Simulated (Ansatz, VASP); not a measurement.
# As: VASP beside Ansatz

INCAR

```
PREC = Accurate ; ENCUT = 520
EDIFF = 1E-7 ; ISMEAR = -1
SIGMA = 0.1 ; LREAL = F
LASPH = T ; NELM = 80
ALGO = Normal ; ISIF = 2
LWAVE = F ; LCHARG = F
GGA = RP ; NBANDS = 12
```

File KPOINTS:

```
Automatic mesh
0
Gamma
  10 10 10
```

The input POSCAR:

```
As
1.0
    0.0000000000      2.9628150334      2.9628150334
    2.9628150334      0.0000000000      2.9628150334
    2.9628150334      2.9628150334      0.0000000000
As
2
Direct
    0.1250000000      0.1250000000      0.1250000000
    0.8750000000      0.8750000000      0.8750000000
```

Input for Ansatz:

```yaml
crystal:
  lattice:
    - [0.0, 2.9628150334, 2.9628150334]
    - [2.9628150334, 0.0, 2.9628150334]
    - [2.9628150334, 2.9628150334, 0.0]
  atoms:
    - { symbol: As, position: [0.125, 0.125, 0.125] }
    - { symbol: As, position: [0.875, 0.875, 0.875] }
hamiltonian:
  xc: rpbe
  pseudopotentials:
    kind: paw
    azcp:
      As: "pseudopotentials/As.paw.azcp"
basis:
  ecutwfc: 420
  fft_grid_basis: typed
kpoints:
  mp_grid: { grid: [10, 10, 10], shift: [0, 0, 0] }
magnetization:
  spin_polarized: false
scf:
  occupations: { method: fermi_dirac, width: 0.1 }
  lower_state_search: "off"
output:
  stress: true
  write_density: true
  write_potential: true
  elf: true
  volumetric_format: npy
```

Alike in both runs: task single point; functional RPBE; k mesh 10 × 10 × 10; occupations fermi-dirac, width 0.1 eV; no spin polarisation.

|  | VASP | Ansatz |
| --- | --- | --- |
| version | VASP 6.6.1 | Ansatz 0.2.0 |
| potentials or method | VASP PAW PBE potentials, release 64 (As), cutoff 520 eV | plane waves (420 eV) with PAW, scalar-relativistic |
| valence electrons in the cell | 10 | 30 |

Ansatz gave:

```
pressure (GPa) : 6.6
```

Q: Which values does VASP return?

A: Pressure (GPa): 6.8.

VASP's potentials were made for PBE, not for RPBE. VASP's potentials hold 10 valence electrons a cell and Ansatz's 30, so a difference there can come from the potentials and not from the codes.
